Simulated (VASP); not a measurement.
A run of VASP 6.6.1 is set up as follows.

Contents of INCAR:

```
SYSTEM = Al
  PREC = Accurate
  ENCUT = 520
  EDIFF = 1E-7
  ISMEAR = 0
  SIGMA = 0.15
  LREAL = .False.
  LASPH = .True.
  NELM = 100
  ALGO = Fast
  ISIF = 2
  LWAVE = .False.
  LCHARG = .False.
  GGA = PS
  NBANDS = 14
```

Contents of KPOINTS:

```
Automatic mesh
0
Gamma
  18 18 6
  0 0 0
```

The input POSCAR:

```
Al
1.0
    2.8362844918      0.0000000000     -0.2127213369
   -1.4181422459      2.4562944222      0.1063606684
   -0.6991612092      0.0000000000      9.3221494563
Al
4
Direct
    0.0000000000      0.0000000000      0.0000000000
    0.3333333333      0.6666666667      0.2500000000
    0.0000000000      0.0000000000      0.5000000000
    0.6666666667      0.3333333333      0.7500000000
```

Potentials or basis: VASP PAW PBE potentials, release 64 (Al).

Run with:

```sh
$ cat potpaw_PBE.64/Al/POTCAR > POTCAR
$ mpirun -np 1 vasp_std > vasp.out
```

(1) Estimate the pressure.

(2) Estimate the largest force.

Results:

(1) 1.7 GPa.

(2) 0.137 eV/Å.

Caveat: the cell differs from its parent crystal (strain -0.1500 x Voigt [0, 0, 0, 0, 1, 0]); the PAW data sets were made with another functional, which shifts forces and pressure a little.
